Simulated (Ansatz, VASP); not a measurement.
## AgCl in VASP and in Ansatz

The input INCAR:

```
SYSTEM = AgCl
PREC     = Accurate       ! precision mode
ENCUT    = 520            ! plane-wave cutoff, eV
EDIFF    = 1E-6           ! SCF threshold, eV
ISMEAR   = -1             ! smearing method
SIGMA    = 0.05           ! smearing width, eV
LREAL    = .FALSE.        ! projectors in reciprocal space
LASPH    = .TRUE.         ! aspherical terms in the spheres
NELM     = 60             ! most SCF steps
ALGO     = Normal         ! electronic algorithm
ISIF     = 2              ! what is computed and relaxed
LWAVE    = .FALSE.        ! write WAVECAR
LCHARG   = .FALSE.        ! write CHGCAR
GGA      = PS             ! functional
NBANDS   = 16             ! bands
```

Contents of KPOINTS:

```
Automatic mesh
0
G
  5 5 5
  0 0 0
```

POSCAR

```
AgCl
1.0
    0.0000000000      2.7350000000      2.7350000000
    2.7350000000      0.0000000000      2.7350000000
    2.7350000000      2.7350000000      0.0000000000
Ag Cl
1 1
Direct
    0.0000000000      0.0000000000      0.0000000000
    0.5000000000      0.5000000000      0.5000000000
```

Contents of input.yaml:

```yaml
crystal:
  lattice:
    - [0.0, 2.735, 2.735]
    - [2.735, 0.0, 2.735]
    - [2.735, 2.735, 0.0]
  atoms:
    - { symbol: Ag, position: [0.0, 0.0, 0.0] }
    - { symbol: Cl, position: [0.5, 0.5, 0.5] }
hamiltonian:
  xc: pbesol
  pseudopotentials: { kind: paw }
kpoints:
  mp_grid: { grid: [5, 5, 5] }
scf:
  occupations: { method: fermi_dirac, width: 0.05 }
  n_extra_bands: 6
output:
  forces: true
  stress: true
  eigenvalues: true
  dos: { projected: true, de: 0.05, nscf_kmesh: { grid: [8, 8, 8] } }
```

Alike in both runs: functional PBEsol; k mesh 5 × 5 × 5; occupations fermi-dirac, width 0.05 eV; no spin polarisation.

|  | VASP | Ansatz |
| --- | --- | --- |
| version | VASP 6.6.1 | Ansatz 0.2.0 |
| potentials or method | VASP PAW PBE potentials, release 64 (Ag, Cl) | Ansatz PAW |
| plane-wave cutoff (eV) | 520 | 420 |
| valence electrons in the cell | 18 | 26 |
| task | single point | projected density of states |

|  | VASP | Ansatz | Ansatz less VASP |
| --- | --- | --- | --- |
| gap on the k mesh at the Fermi level (eV) | 0.88 | 0.88 | +0.003 |
| least direct gap on the mesh (eV) | 3.23 | 3.23 | -0.002 |
| pressure (GPa) | -0.7 | -0.6 | +0.10 |

VASP's potentials were made for PBE, not for PBEsol. VASP's potentials hold 18 valence electrons a cell and Ansatz's 26, so a difference there can come from the potentials and not from the codes.

Noted on Ansatz's run: odd divisions of the mesh miss points on the zone boundary, where band edges often lie, so the gap on the mesh can be too wide.
